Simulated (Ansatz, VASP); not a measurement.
**MnO2: VASP beside Ansatz**

File INCAR:

```
  PREC = Accurate
  ENCUT = 520
  EDIFF = 1E-6
  ISMEAR = 0
  SIGMA = 0.02
  LREAL = F
  LASPH = T
  NELM = 150
  ALGO = Normal
  ISIF = 2
  LWAVE = F
  LCHARG = F
  ISPIN = 2
  MAGMOM = 4 0 0
  LORBIT = 11
  LMAXMIX = 4
  LDAU = T
  LDAUTYPE = 2
  LDAUL = 2 -1
  LDAUU = 3.9 0
  LDAUJ = 0 0
  LDAUPRINT = 1
  GGA = PE
  NBANDS = 24
```

Contents of KPOINTS:

```
Automatic mesh
0
Gamma
  12 12 6
```

POSCAR

```
MnO2
1.0
    2.8565781804      0.0000000000      0.0000000000
   -1.4282890902      2.4738692722      0.0000000000
    0.0000000000      0.0000000000      4.6013740589
Mn O
1 2
Direct
    0.0000000000      0.0000000000      0.5000000000
    0.6666666667      0.3333333333      0.2937074300
    0.3333333333      0.6666666667      0.7062925700
```

Input for Ansatz:

```yaml
crystal:
  lattice:
    - [2.8565781804, 0.0, 0.0]
    - [-1.4282890902, 2.4738692722, 0.0]
    - [0.0, 0.0, 4.6013740589]
  atoms:
    - { symbol: Mn, position: [0.0, 0.0, 0.5], spin: 4.0 }
    - { symbol: O, position: [0.6666666667, 0.3333333333, 0.29370743] }
    - { symbol: O, position: [0.3333333333, 0.6666666667, 0.70629257] }
basis:
  ecutwfc: 420
kpoints:
  mp_grid: { grid: [12, 12, 6] }
hamiltonian:
  xc: pbe
  hubbard: { sites: [{ species: Mn, l: d, u_eff: 3.9 }] }
scf:
  occupations: { method: gaussian, width: 0.02 }
output:
  forces: true
  stress: true
  eigenvalues: true
  populations: true
  write_density: true
  write_potential: true
  elf: true
  volumetric_format: npy
magnetization:
  spin_polarized: true
```

Alike in both runs: task single point; functional PBE; k mesh 12 × 12 × 6; occupations gaussian, width 0.02 eV; collinear spin; Hubbard terms Mn d U = 3.9 eV.

|  | VASP | Ansatz |
| --- | --- | --- |
| version | VASP 6.6.1 | Ansatz 0.2.0 |
| potentials or method | VASP PAW PBE potentials, release 64 (Mn_pv, O), cutoff 520 eV | scalar-relativistic, plane waves, PAW |
| valence electrons in the cell | 25 | 27 |

|  | VASP | Ansatz | Ansatz less VASP |
| --- | --- | --- | --- |
| gap on the k mesh at the Fermi level (eV) | 1.96 | 1.95 | -0.010 |
| least direct gap on the mesh (eV) | 2.08 | 2.07 | -0.013 |
| pressure (GPa) | 10.8 | 10.0 | -0.78 |
| traceless stress, the component that is largest in VASP (GPa) | -3.30 | -3.40 | -0.102 |
| rms of the force components (eV/Å) | 0.267 | 0.216 | -0.0508 |
| net moment per atom (μB) | 1.00 | 1.00 | 0.000 |
| size of the moment on the site where the two differ most (μB) | 3.14 | 2.75 | -0.390 |

Site moments also hang on the region over which each program counts them. The programs project onto different local orbitals, so the same U acts differently, and such runs can settle in different states. Atom by atom the forces differ by 0.051 eV/Å (rms over components). VASP's potentials hold 25 valence electrons a cell and Ansatz's 27, so a difference there can come from the potentials and not from the codes.
